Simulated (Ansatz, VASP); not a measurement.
# Two plane-wave programs on C

Contents of INCAR:

```
PREC     = Accurate       # precision mode
ENCUT    = 520            # plane-wave cutoff, eV
EDIFF    = 1E-7           # SCF threshold, eV
ISMEAR   = 0              # smearing method
SIGMA    = 0.1            # smearing width, eV
LREAL    = False          # projectors in reciprocal space
LASPH    = True           # aspherical terms in the spheres
NELM     = 60             # most SCF steps
ALGO     = Normal         # electronic algorithm
ISIF     = 2              # what is computed and relaxed
LWAVE    = False          # write WAVECAR
LCHARG   = True           # write CHGCAR
LDIPOL   = True         
IDIPOL   = 3            
DIPOL    = 0.5 0.5 0.386
GGA      = PE             # functional
IVDW     = 12             # dispersion correction
LELF     = True           # ELF
LVHAR    = True         
LVACPOTAV= True         
NBANDS   = 16             # bands
```

Contents of KPOINTS:

```
regular mesh
0
Gamma
  15 15 1
```

Contents of POSCAR:

```
C
1.0
    2.4656524409      0.0000000000      0.0000000000
   -1.2328262205      2.1353176508      0.0000000000
    0.0000000000      0.0000000000     17.5000663883
C
4
Direct
    0.6666666667      0.3333333333      0.2571437784
    0.3333333333      0.6666666667      0.2571418816
    1.0000000000      0.3333333333      0.5148589833
    0.6666666667      0.6666666667      0.5148570865
```

Input for Ansatz:

```yaml
crystal:
  lattice:
    - [2.4656524409, 0.0, 0.0]
    - [-1.2328262205, 2.1353176508, 0.0]
    - [0.0, 0.0, 17.5000663883]
  atoms:
    - { symbol: C, position: [0.6666666667, 0.3333333333, 0.2571437784] }
    - { symbol: C, position: [0.3333333333, 0.6666666667, 0.2571418816] }
    - { symbol: C, position: [1.0, 0.3333333333, 0.5148589833] }
    - { symbol: C, position: [0.6666666667, 0.6666666667, 0.5148570865] }
basis:
  ecutwfc: 420
kpoints:
  mp_grid: { grid: [15, 15, 1] }
hamiltonian:
  xc: pbe
  pseudopotentials: { kind: paw, azcp: { folder: soft_1 } }
  dispersion: d3bj
scf:
  occupations: { method: gaussian, width: 0.1 }
output:
  forces: true
  eigenvalues: true
efield:
  axis: 3
  dipole_correction: true
  ramp_width: 0.04
```

Alike in both runs: task single point; functional PBE; dispersion D3(BJ); k mesh 15 × 15 × 1; occupations gaussian, width 0.1 eV; no spin polarisation.

|  | VASP | Ansatz |
| --- | --- | --- |
| version | VASP 6.6.1 | Ansatz 0.2.0 |
| potentials or method | VASP PAW PBE potentials, release 64 (C), cutoff 520 eV | scalar-relativistic, plane waves, PAW |
| valence electrons in the cell | 16 | 16 |

```tsv
	VASP	Ansatz	Ansatz less VASP
gap on the k mesh at the Fermi level (eV)	0.05	0.05	0.000
least direct gap on the mesh (eV)	0.05	0.05	0.000
rms of the force components (eV/Å)	0.012	0.012	-0.0001
```

Atom by atom the forces differ by 0.000 eV/Å (rms over components). Ansatz's warnings: structure snapped to symmetry.
